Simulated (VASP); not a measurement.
Write the native input for VASP 6.6.1 that does the following.

| Item | Value |
| --- | --- |
| Task | single point |
| Functional | PBE |
| Potentials or basis | VASP PAW PBE potentials, release 64 (B, As, Al) |
| Cutoff | 520 eV |
| k mesh | 6 × 6 × 6 |
| Occupations | fermi-dirac, width 0.02 eV |
| Spin | no spin polarisation |
| Dipole correction | no |
| Further INCAR settings | ALGO = Normal; EDIFF = 1e-06; NBANDS = 26 |

The structure of AlBAs2 lies in POSCAR:

```
AlBAs2
1.0
   -2.6722101228      2.6722101228      5.1126291218
    2.6722101228     -2.6722101228      5.1126291218
    2.6722101228      2.6722101228     -5.1126291218
B As Al
2 4 2
Direct
    0.0000000000      0.0000000000      0.0000000000
    0.7500000000      0.2500000000      0.5000000000
    0.3750000000      0.3206534199      0.4456534199
    0.0706534199      0.6250000000     -0.0543465801
    0.8750000000      0.9293465801      0.5543465801
    0.6793465801      0.1250000000      0.0543465801
    0.5000000000      0.5000000000      0.0000000000
    0.2500000000      0.7500000000      0.5000000000
```

One way to write it, as run:

INCAR

```
  PREC = Accurate
  ENCUT = 520
  EDIFF = 1E-6
  ISMEAR = -1
  SIGMA = 0.02
  LREAL = F
  LASPH = T
  NELM = 60
  ALGO = Normal
  ISIF = 2
  LWAVE = F
  LCHARG = F
  GGA = PE
  NBANDS = 26
```

KPOINTS

```
Automatic mesh
0
Gamma
  6 6 6
```

Potentials or basis: VASP PAW PBE potentials, release 64 (B, As, Al).

The run is started by

```console
$ cat potpaw_PBE.64/B/POTCAR potpaw_PBE.64/As/POTCAR potpaw_PBE.64/Al/POTCAR > POTCAR
$ mpirun -np 1 vasp_std > vasp.out
```

It gave:

| Quantity | Value |
| --- | --- |
| Pressure | 0.3 GPa |
| Largest force | 0.013 eV/Å |
| Band gap on the k mesh | 0.87 eV |

It took 88 s on 1 thread of AMD EPYC 9R45 96-Core Processor (Zen 5), on a shared host, peak memory 0.34 GiB.
